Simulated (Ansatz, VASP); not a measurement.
**One calculation of AlSn, two programs**

File INCAR:

```
PREC = Accurate
ENCUT = 520
EDIFF = 1E-6
ISMEAR = -1
SIGMA = 0.05
LREAL = False
LASPH = True
NELM = 150
ALGO = Fast
ISIF = 2
LWAVE = False
LCHARG = True
MAGMOM = 0 0 0 0 0 0
LORBIT = 11
LSORBIT = True
GGA_COMPAT = False
LORBMOM = True
GGA = PS
LVHAR = True
NBANDS = 29
```

Contents of KPOINTS:

```
Automatic mesh
0
Gamma
  7 7 8
```

Contents of POSCAR:

```
AlSn
1.0
    4.1981056157      0.0000000000      0.0000000000
   -2.0990528078      3.6356661109      0.0000000000
    0.0000000000      0.0000000000      3.3068470000
Sn Al
1 1
Direct
    0.3333333333      0.6666666667      0.5000000000
    0.0000000000      0.0000000000      0.0000000000
```

The input input.yaml:

```yaml
crystal:
  lattice:
    - [4.1981056157, 0.0, 0.0]
    - [-2.0990528078, 3.6356661109, 0.0]
    - [0.0, 0.0, 3.306847]
  atoms:
    - { symbol: Sn, position: [0.3333333333, 0.6666666667, 0.5] }
    - { symbol: Al, position: [0.0, 0.0, 0.0] }
hamiltonian:
  xc: pbesol
  pseudopotentials: { kind: paw_fr }
magnetization:
  noncollinear: true
  spin_orbit: true
kpoints:
  mp_grid: { grid: [7, 7, 8] }
  band_path:
    path:
      - [[0.0, 0.0, 0.0], [0.5, 0.0, 0.0], [0.3333333333, 0.3333333333, 0.0], [0.0, 0.0, 0.0], [0.0, 0.0, 0.5], [0.5, 0.0, 0.5], [0.3333333333, 0.3333333333, 0.5], [0.0, 0.0, 0.5]]
      - [[0.5, 0.0, 0.5], [0.5, 0.0, 0.0]]
      - [[0.3333333333, 0.3333333333, 0.0], [0.3333333333, 0.3333333333, 0.5]]
    npoints: 14
scf:
  occupations: { method: fermi_dirac, width: 0.05 }
  n_extra_bands: 6
output:
  forces: true
  stress: true
  eigenvalues: true
  fatbands: false
```

Alike in both runs: functional PBEsol; k mesh 7 × 7 × 8; occupations fermi-dirac, width 0.05 eV; non-collinear spin, spin-orbit coupling.

|  | VASP | Ansatz |
| --- | --- | --- |
| version | VASP 6.6.1 | Ansatz 0.2.0 |
| potentials or method | VASP PAW PBE potentials, release 64 (Sn_d, Al) | Ansatz PAW |
| plane-wave cutoff (eV) | 520 | 420 |
| valence electrons in the cell | 17 | 17 |
| task | single point | band structure |

```tsv
	VASP	Ansatz	Ansatz less VASP
pressure (GPa)	-1.8	-1.8	-0.01
traceless stress, the component that is largest in VASP (GPa)	0.19	0.19	-0.001
net moment per atom (μB)	0.00	0.00	0.000
```

VASP's potentials were made for PBE, not for PBEsol.
